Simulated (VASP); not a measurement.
BaTiO3 (Barioperovskite):

```
CELL_PARAMETERS angstrom
3.98550 0.00000 0.00000
0.00000 2.83690 2.84515
0.00000 -2.83690 2.84515
ATOMIC_POSITIONS crystal
Ba 0.00000 0.00000 0.00000
Ti 0.50000 0.51240 0.51240
O 0.00000 0.48740 0.48740
O 0.50000 0.50524 0.99184
O 0.50000 0.99184 0.50524
```

Base run:

* Program: VASP 6.6.1
* Functional: PBEsol
* Potentials or basis: VASP PAW PBE potentials, release 64 (Ba_sv, Ti_sv, O)
* Cutoff: 520 eV
* k mesh: 4 × 4 × 4
* Occupations: gaussian, width 0.01 eV
* Spin: no spin polarisation
* Hubbard terms: Ti d U = 6.0 eV

Its results: band gap on the k mesh 2.51 eV, indirect (least direct gap 2.76 eV); pressure 2.9 GPa; largest force 0.675 eV/Å.

Q: The run is repeated on the same cell with these changes: hubbard terms from Ti d U = 6.0 eV to none. What comes out?

A: Band gap on the k mesh 1.80 eV, indirect (least direct gap 2.00 eV); pressure -2.1 GPa; largest force 0.305 eV/Å.

The U term pushes filled and empty states of the shell apart.

Caveats: the PAW data sets were made with another functional, which shifts forces and pressure a little; spin-orbit coupling is left out, which moves the levels of the heavy elements.

A k mesh can miss the band edges.
